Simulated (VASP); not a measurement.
The system is LuAs.

```
Lu As
1.0
     0.00000    2.91194    2.91194
     2.91194    0.00000    2.91194
     2.91194    2.91194    0.00000
Lu As
1 1
Direct
  0.50000 0.50000 0.50000
  0.00000 0.00000 0.00000
```

* Program: VASP 6.6.1
* Task: relaxation of cell and atoms
* Functional: r2SCAN
* Potentials or basis: VASP PAW PBE potentials, release 64 (Lu, As)
* Cutoff: 600 eV
* k mesh: 12 × 12 × 12
* Occupations: fermi-dirac, width 0.05 eV
* Spin: no spin polarisation

At the start: pressure -5.3 GPa; volume 24.69 Å³/atom.

Where does the relaxation end?

Over 4 steps the energy falls by 28.0 meV/atom and the volume is 23.00 Å³/atom (-6.9 %); space group Fm-3m (No. 225, to 0.1 Å) before and after.

Step by step:
```csv
step,energy change (eV),largest force (eV/Å),pressure (GPa),volume (Å³)
1,0.0000,0.0000,-5.28,49.38
2,-0.0245,0.0000,4.49,43.80
3,-0.0560,0.0000,-0.22,46.12
4,-0.0560,0.0000,-0.01,46.00
```

Final structure:
```
CELL_PARAMETERS angstrom
0.00000 2.84386 2.84386
2.84386 0.00000 2.84386
2.84386 2.84386 0.00000
ATOMIC_POSITIONS crystal
Lu 0.50000 0.50000 0.50000
As 0.00000 0.00000 0.00000
```

Caveat: the PAW data sets were made with another functional, which shifts forces and pressure a little.
